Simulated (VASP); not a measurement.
The system is LiHf2O2.

```
Li Hf O
1.0
     3.68903    0.00000    0.00000
    -1.84451    3.19479    0.00000
     0.00000    0.00000    6.14765
Li Hf O
1 2 2
Cartesian
  0.0000 0.0000 0.0000
  0.0000 0.0000 1.9512
  0.0000 0.0000 4.1964
  0.0000 2.1299 3.0738
  1.8445 1.0649 3.0738
```

The cell was built from a structure type or drawn by symmetry, and may not be a known phase.

```yaml
Program: VASP 6.6.1
Task: relaxation of cell and atoms
Functional: PBE
Potentials_or_basis: VASP PAW PBE potentials, release 64 (Li_sv, Hf_pv, O)
Cutoff: 600 eV
k_mesh: 6 × 6 × 4
Occupations: gaussian, width 0.1 eV
Spin: no spin polarisation
```

At the start: pressure 16.6 GPa; volume 14.49 Å³/atom.

Problem. Where does the relaxation end?

Solution. Over 9 steps the energy falls by 841.7 meV/atom and the volume is 17.84 Å³/atom (+23.1 %); space group P6/mmm (No. 191, to 0.1 Å) before and after.

Step by step:
| step | energy change (eV) | largest force (eV/Å) | pressure (GPa) | volume (Å³) |
| --- | --- | --- | --- | --- |
| 1 | 0.0000 | 1.2190 | 16.63 | 72.45 |
| 2 | -3.3098 | 4.3745 | -6.03 | 86.76 |
| 3 | -3.3294 | 4.5893 | -4.16 | 84.83 |
| 4 | -3.8742 | 3.4527 | 12.08 | 83.45 |
| 5 | -4.1260 | 0.0763 | 5.16 | 83.94 |
| 6 | -4.2056 | 0.2659 | -0.26 | 89.83 |
| 7 | -4.2073 | 0.2226 | 0.36 | 89.07 |
| 8 | -4.2031 | 0.4800 | -0.82 | 89.44 |
| 9 | -4.2085 | 0.0127 | -0.03 | 89.19 |

Final structure:
```
Li Hf O
1.0
     3.56294    0.00000    0.00000
    -1.78147    3.08560    0.00000
     0.00000    0.00000    8.11286
Li Hf O
1 2 2
Direct
  0.00000 0.00000 0.00000
  0.00000 0.00000 0.34994
  0.00000 0.00000 0.65006
  0.33333 0.66667 0.50000
  0.66667 0.33333 0.50000
```

Caveat: the cutoff is under 1.25 times the usual one of these potentials, so pressure, stress and relaxed cells hold a basis-set (Pulay) error; the volume moved by over 15 % at a fixed basis, so the end points are rough; an odd number of electrons without spin polarisation forces a metal; a magnetic or distorted state may lie lower.
